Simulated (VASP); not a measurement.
# CdS4 (P4/mmm) in VASP: single point with PBE

Aim: the single point of CdS4 with PBE.

Program: VASP 6.6.1. These are calculated values, not measurements. Logs are shortened: lines on timing, memory, paths and dates and some standing lists are left out, and cuts for length are marked.

## Step 1: The cell of the first run

Symmetry: P4/mmm, No. 123, tetragonal system. Conventional cell: a = 4.839 Å, b = 4.839 Å, c = 4.989 Å, α = 90.00°, β = 90.00°, γ = 90.00°. Cd (site symmetry 4/mmm) has 8 S at 2.85 Å within 3.8 Å. S (site symmetry 2mm) has 1 S at 1.98 Å within 2.6 Å.

## Step 2: Single point, PBE

POSCAR

```
CdS4
1.0
    4.8392421692      0.0000000000      0.0000000000
    0.0000000000      4.8392421692      0.0000000000
    0.0000000000      0.0000000000      4.9894594476
Cd S
1 4
Direct
    0.0000000000      0.0000000000      0.5000000000
    0.0000000000      0.5000000000      0.1982887845
    0.5000000000      0.0000000000      0.1982887845
    0.0000000000      0.5000000000      0.8017112155
    0.5000000000      0.0000000000      0.8017112155
```

INCAR.step1

```
ALGO = Normal
EDIFF = 1E-7
ENCUT = 520
GGA = PE
ISIF = 2
ISMEAR = 0
LASPH = T
LCHARG = T
LREAL = F
LWAVE = F
NBANDS = 26
NELM = 100
PREC = Accurate
SIGMA = 0.1
```

KPOINTS.step1

```
k-points
0
Gamma
  8 8 8
```

INCAR.step2

```
ALGO = Normal
EDIFF = 1E-7
ENCUT = 520
GGA = PE
ICHARG = 11
ISIF = 2
ISMEAR = -5
LASPH = T
LCHARG = F
LORBIT = 11
LREAL = F
LWAVE = F
NBANDS = 26
NEDOS = 1001
NELM = 100
PREC = Accurate
SIGMA = 0.1
```

KPOINTS.step2

```
k-points
0
Gamma
  12 12 12
```

Potentials or basis: VASP PAW PBE potentials, release 64 (Cd, S).

Started as:

```
cat potpaw_PBE.64/Cd/POTCAR potpaw_PBE.64/S/POTCAR > POTCAR
cp INCAR.step1 INCAR
cp KPOINTS.step1 KPOINTS
mpirun -np 1 vasp_std > vasp.out
cp INCAR.step2 INCAR
cp KPOINTS.step2 KPOINTS
mpirun -np 1 vasp_std > vasp.out
```

OUTCAR:

```text
EDIFF = 1E-7
   ENCUT = 520
   GGA = PE
   ICHARG = 11
   ISIF = 2
   ISMEAR = -5
   LASPH = T
   LORBIT = 11
   LREAL = F
   NELM = 100
   PREC = Accurate

 ion  position               nearest neighbor table
   1  0.000  0.000  0.500-   2 2.85   3 2.85   4 2.85   5 2.85   2 2.85   4 2.85   3 2.85   5 2.85

   2  0.000  0.500  0.198-   4 1.98   1 2.85   1 2.85
   3  0.500  0.000  0.198-   5 1.98   1 2.85   1 2.85
   4  0.000  0.500  0.802-   2 1.98   1 2.85   1 2.85
   5  0.500  0.000  0.802-   3 1.98   1 2.85   1 2.85

  LATTYP: Found a simple tetragonal cell.
 ALAT       =     4.8392421692
 C/A-ratio  =     1.0310414881

  Lattice vectors:

 A1 = (   4.8392421692,   0.0000000000,   0.0000000000)
 A2 = (   0.0000000000,   4.8392421692,   0.0000000000)
 A3 = (   0.0000000000,   0.0000000000,   4.9894594476)

Analysis of symmetry for initial positions (statically):
=====================================================================
 Subroutine PRICEL returns:
 Original cell was already a primitive cell.

 Routine SETGRP: Setting up the symmetry group for a
 simple tetragonal supercell.

 Subroutine GETGRP returns: Found 16 space group operations
 (whereof 16 operations were pure point group operations)
 out of a pool of 16 trial point group operations.

The static configuration has the point symmetry D_4h.

Analysis of symmetry for dynamics (positions and initial velocities):
=====================================================================
 Subroutine PRICEL returns:
 Original cell was already a primitive cell.

 Routine SETGRP: Setting up the symmetry group for a
 simple tetragonal supercell.

 Subroutine GETGRP returns: Found 16 space group operations
 (whereof 16 operations were pure point group operations)
 out of a pool of 16 trial point group operations.

The dynamic configuration has the point symmetry D_4h.

 Subroutine INISYM returns: Found 16 space group operations
 (whereof 16 operations are pure point group operations),
 and found     1 'primitive' translations

----------------------------------------------------------------------------------------

                                     Primitive cell

  volume of cell :     116.8445

  direct lattice vectors                    reciprocal lattice vectors
     4.839242169  0.000000000  0.000000000     0.206643926  0.000000000  0.000000000
     0.000000000  4.839242169  0.000000000     0.000000000  0.206643926  0.000000000
     0.000000000  0.000000000  4.989459448     0.000000000  0.000000000  0.200422513

  length of vectors
     4.839242169  4.839242169  4.989459448     0.206643926  0.206643926  0.200422513

  position of ions in fractional coordinates (direct lattice)
     0.000000000  0.000000000  0.500000000
     0.000000000  0.500000000  0.198288785
     0.500000000  0.000000000  0.198288785
     0.000000000  0.500000000  0.801711215
     0.500000000  0.000000000  0.801711215

  ion indices of the primitive-cell ions
   primitive index   ion index
                 1           1
                 2           2
                 3           3
                 4           4
                 5           5

----------------------------------------------------------------------------------------

 KPOINTS: k-points

Automatic generation of k-mesh.
 Grid dimensions read from file:
 generate k-points for:   12   12   12

 Generating k-lattice:

  Cartesian coordinates                     Fractional coordinates (reciprocal lattice)
     0.017220327  0.000000000  0.000000000     0.083333333  0.000000000  0.000000000
     0.000000000  0.017220327  0.000000000     0.000000000  0.083333333  0.000000000
     0.000000000  0.000000000  0.016701876     0.000000000  0.000000000  0.083333333

  Length of vectors
     0.017220327  0.017220327  0.016701876

  Shift w.r.t. Gamma in fractional coordinates (k-lattice)
     0.000000000  0.000000000  0.000000000

 TETIRR: Found   2592 inequivalent tetrahedra from    10368

 Subroutine IBZKPT returns following result:
 ===========================================

 Found    196 irreducible k-points:

 Following reciprocal coordinates:
            Coordinates               Weight
  0.000000  0.000000  0.000000      1.000000
  0.083333  0.000000  0.000000      4.000000
  0.166667  0.000000  0.000000      4.000000
  0.250000  0.000000  0.000000      4.000000
  0.333333  0.000000  0.000000      4.000000
  0.416667  0.000000  0.000000      4.000000
[... 16 lines left out ...]
  0.333333  0.333333  0.000000      4.000000
  0.416667  0.333333  0.000000      8.000000
 [... further k-points ...]
   k-points           NKPTS =    196   k-points in BZ     NKDIM =    196   number of bands    NBANDS=     26
   number of dos      NEDOS =   1001   number of ions     NIONS =      5
   total plane-waves  NPLWV =  51840
   dimension x,y,z NGX =    36 NGY =   36 NGZ =   40
   dimension x,y,z NGXF=    72 NGYF=   72 NGZF=   80
   ions per type =               1   4
   NGX,Y,Z   is equivalent  to a cutoff of  12.37, 12.37, 13.33 a.u.
   NGXF,Y,Z  is equivalent  to a cutoff of  24.73, 24.73, 26.66 a.u.
 SYSTEM =  unknown system
   PREC   = accura    normal or accurate (medium, high low for compatibility)
   ISTART =      0    job   : 0-new  1-cont  2-samecut
   ICHARG =     11    charge: 1-file 2-atom 10-const
   ISPIN  =      1    spin polarized calculation?
   LNONCOLLINEAR =      F non collinear calculations
   LSORBIT =      F    spin-orbit coupling
   LASPH  =      T    aspherical Exc in radial PAW
   ENCUT  =  520.0 eV  38.22 Ry    6.18 a.u.   9.00  9.00  9.28*2*pi/ulx,y,z
   NELM   =    100;   NELMIN=  2; NELMDL=  0     # of ELM steps
   EDIFF  = 0.1E-06   stopping-criterion for ELM
   LREAL  =      F    real-space projection
   EDIFFG = 0.1E-05   stopping-criterion for IOM
   NSW    =      0    number of steps for IOM
   IBRION =     -1    ionic relax: 0-MD 1-quasi-New 2-CG
   NFREE  =      0    steps in history (QN), initial steepest desc. (CG)
   ISIF   =      2    stress and relaxation
   ISYM   =      2    0-nonsym 1-usesym 2-fastsym
   POTIM  = 0.5000    time-step for ionic-motion
   TEBEG  =    0.0;   TEEND  =   0.0 temperature during run
   PSTRESS=    0.0 pullay stress
   NELECT =      36.0000    total number of electrons
   NUPDOWN=      -1.0000    fix difference up-down
   EMIN   =  10.00;   EMAX   =-10.00  energy-range for DOS
   EFERMI =   0.00;   METHOD = LEGACY
   ISMEAR =    -5;   SIGMA  =   0.10  broadening in eV -4-tet -1-fermi 0-gaus
   EFERMI_NEDOS =   21; number of points for ismear=-14 and -15
   IALGO  =     38    algorithm
   IMIX   =      4    mixing-type and parameters
     AMIX     =   0.40;   BMIX     =  1.00
     AMIX_MAG =   1.60;   BMIX_MAG =  1.00
  volume/ion in A,a.u.               =      23.37       157.70
  Fermi-wavevector in a.u.,A,eV,Ry     =   1.105706  2.089481 16.634284  1.222585
  Thomas-Fermi vector in A             =   2.242197
   LORBIT       =     11    0 simple, 1 ext, 2 COOP (PROOUT), +10 PAW based schemes
   GGA     = PE    functional components
   LHFCALC =     F    Hartree Fock is set to
   AEXX    =    0.0000 exact exchange contribution
   IVDW    =     0    specifies the selected vdW correction
   LEPSILON=     F    determine dielectric tensor
   LRPA    =     F    only Hartree local field effects (RPA)
 non-spin polarized calculation
 Fermi weights with tetrahedron method with Bloechl corrections
  energy-cutoff  :      520.00
  volume of cell :      116.84
 maximum number of plane-waves:      3180
 NGX is ok and might be reduce to    36

 number of electron      35.9999995 magnetization

 Free energy of the ion-electron system (eV)
  ---------------------------------------------------
  ext. energy  EPLUGINS =         0.00000000
  ---------------------------------------------------
  free energy    TOTEN  =       -16.76104764 eV

  energy without entropy =      -16.76104764  energy(sigma->0) =      -16.76104764

 E-fermi :   3.2054     XC(G=0):  -9.1239

 val. band max:        3.2900184099   @ k =   0.0000   0.0000   0.3333
 cond. band min:       3.1433046535   @ k =   0.4167   0.0000   0.0833
 fundamental gap:     -0.1467137564
 Fermi energy:         3.2054386178

 k-point     1 :       0.0000    0.0000    0.0000
  band No.  band energies     occupation
      1     -12.8204      2.00000
      2     -11.9931      2.00000
      3      -7.6190      2.00000
      4      -6.5820      2.00000
      5      -5.7508      2.00000
      6      -5.5518      2.00000
[... 18 lines left out ...]
     25       8.7070      0.00000
     26       9.3176      0.00000

 k-point     2 :       0.0833    0.0000    0.0000
  band No.  band energies     occupation
      1     -12.8061      2.00000
      2     -12.0065      2.00000
      3      -7.6122      2.00000
      4      -6.6288      2.00000
      5      -5.7476      2.00000
      6      -5.5447      2.00000
[... 18 lines left out ...]
     25       8.7163      0.00000
     26       9.3270      0.00000

 k-point     3 :       0.1667    0.0000    0.0000
  band No.  band energies     occupation
      1     -12.7641      2.00000
      2     -12.0460      2.00000
      3      -7.5919      2.00000
      4      -6.7412      2.00000
      5      -5.7411      2.00000
      6      -5.5413      2.00000
[... 18 lines left out ...]
     25       9.0165      0.00000
     26       9.2929      0.00000

 k-point     4 :       0.2500    0.0000    0.0000
  band No.  band energies     occupation
      1     -12.6974      2.00000
      2     -12.1094      2.00000
      3      -7.5592      2.00000
      4      -6.8749      2.00000
      5      -5.7367      2.00000
      6      -5.5396      2.00000
[... 18 lines left out ...]
     25       9.2495      0.00000
     26       9.5155      0.00000

 k-point     5 :       0.3333    0.0000    0.0000
  band No.  band energies     occupation
      1     -12.6107      2.00000
      2     -12.1929      2.00000
      3      -7.5171      2.00000
      4      -7.0006      2.00000
      5      -5.7361      2.00000
      6      -5.5379      2.00000
[... 18 lines left out ...]
     25       9.1607      0.00000
     26       9.5487      0.00000

 k-point     6 :       0.4167    0.0000    0.0000
  band No.  band energies     occupation
      1     -12.5105      2.00000
      2     -12.2908      2.00000
      3      -7.4744      2.00000
      4      -7.0969      2.00000
      5      -5.7374      2.00000
      6      -5.5367      2.00000
[... 427 lines left out ...]
 k-point    21 :       0.4167    0.2500    0.0000
  band No.  band energies     occupation
      1     -12.4571      2.00000
      2     -12.3015      2.00000
      3      -7.4587      2.00000
      4      -7.2636      2.00000
      5      -5.6565      2.00000
      6      -5.4288      2.00000
[... 18 lines left out ...]
     25       9.1746      0.00000
     26       9.9609      0.00000

 k-point    22 :       0.5000    0.2500    0.0000
  band No.  band energies     occupation
      1     -12.3886      2.00000
      2     -12.3666      2.00000
      3      -7.4397      2.00000
      4      -7.2980      2.00000
      5      -5.6542      2.00000
      6      -5.4313      2.00000
[... 18 lines left out ...]
     25       9.3231      0.00000
     26      10.4321      0.00000

 k-point    23 :       0.3333    0.3333    0.0000
  band No.  band energies     occupation
      1     -12.4808      2.00000
      2     -12.2694      2.00000
      3      -7.4724      2.00000
      4      -7.2686      2.00000
      5      -5.6358      2.00000
      6      -5.4334      2.00000
[... 18 lines left out ...]
     25       9.1094      0.00000
     26       9.7211      0.00000

 k-point    24 :       0.4167    0.3333    0.0000
  band No.  band energies     occupation
      1     -12.4236      2.00000
      2     -12.3135      2.00000
      3      -7.4490      2.00000
      4      -7.3339      2.00000
      5      -5.6189      2.00000
      6      -5.4411      2.00000
[... 18 lines left out ...]
     25       9.0830      0.00000
     26      10.2225      0.00000

 [... further k-points ...]

------------------------ aborting loop because EDIFF is reached ----------------------------------------

  FORCE on cell =-STRESS in cart. coord.  units (eV):
  Direction    XX          YY          ZZ          XY          YZ          ZX
  --------------------------------------------------------------------------------------
  -------------------------------------------------------------------------------------
  Total        0.0860063      0.0860063     -0.6133456      0.0000000     -0.0000000      0.0000000
  in kB        1.1793228      1.1793228     -8.4102255      0.0000000     -0.0000000      0.0000000
  external PRESSURE =      -2.0171933 kB  Pullay stress =       0.0000000 kB

 VOLUME and BASIS-vectors are now :
 -----------------------------------------------------------------------------
  energy-cutoff  :      520.00
  volume of cell :      116.84
      direct lattice vectors                 reciprocal lattice vectors
     4.839242169  0.000000000  0.000000000     0.206643926  0.000000000  0.000000000
     0.000000000  4.839242169  0.000000000     0.000000000  0.206643926  0.000000000
     0.000000000  0.000000000  4.989459448     0.000000000  0.000000000  0.200422513

 POSITION                                       TOTAL-FORCE (eV/Angst)
 -----------------------------------------------------------------------------------
      0.00000      0.00000      2.49473         0.000000      0.000000      0.000000
      0.00000      2.41962      0.98935        -0.000000      0.000000     -0.186198
      2.41962      0.00000      0.98935         0.000000      0.000000     -0.186198
      0.00000      2.41962      4.00011         0.000000     -0.000000      0.186198
      2.41962      0.00000      4.00011         0.000000     -0.000000      0.186198
 -----------------------------------------------------------------------------------
    total drift:                               -0.000000      0.000000     -0.000000

  FREE ENERGIE OF THE ION-ELECTRON SYSTEM (eV)
  ---------------------------------------------------
  free  energy   TOTEN  =       -16.7610476355 eV

  energy  without entropy=      -16.7610476355  energy(sigma->0) =      -16.76104764

 total charge

# of ion       s       p       d       tot
------------------------------------------
    1        0.373   0.215   9.581  10.170
    2        1.369   2.269   0.000   3.638
    3        1.369   2.269   0.000   3.638
    4        1.369   2.269   0.000   3.638
    5        1.369   2.269   0.000   3.638
--------------------------------------------------
tot          5.849   9.291   9.581  24.722
```

Run time: 3.3 min. Hardware: 1 thread of Intel Xeon 6975P-C (Granite Rapids), shared host; peak memory 0.56 GiB.

What came out:

| Quantity | Value |
| --- | --- |
| Valence electrons inside the program's atomic spheres | Cd 10.17; S 3.64 |

Levels at points of the mesh, in eV from the Fermi level:
| k point | band 16 | band 17 | band 18 | band 19 | band 20 | band 21 |
| --- | --- | --- | --- | --- | --- | --- |
| (0.00, 0.00, 0.00) | -0.99 | -0.99 | 0.35 | 0.82 | 0.82 | 4.00 |
| (0.50, 0.00, 0.00) | -1.28 | -0.31 | -0.20 | -0.16 | 1.41 | 4.51 |
| (0.50, 0.50, 0.00) | -2.16 | -1.45 | 0.66 | 0.75 | 1.24 | 4.70 |
| (0.00, 0.00, 0.50) | -2.34 | -2.34 | -0.59 | -0.05 | -0.05 | 2.31 |
| (0.50, 0.00, 0.50) | -3.30 | -2.32 | -1.25 | -0.94 | 1.27 | 1.39 |
| (0.50, 0.50, 0.50) | -2.34 | -1.93 | 0.44 | 0.65 | 1.31 | 1.31 |

Caveat: tetrahedron occupations give inexact forces and stress in metals.
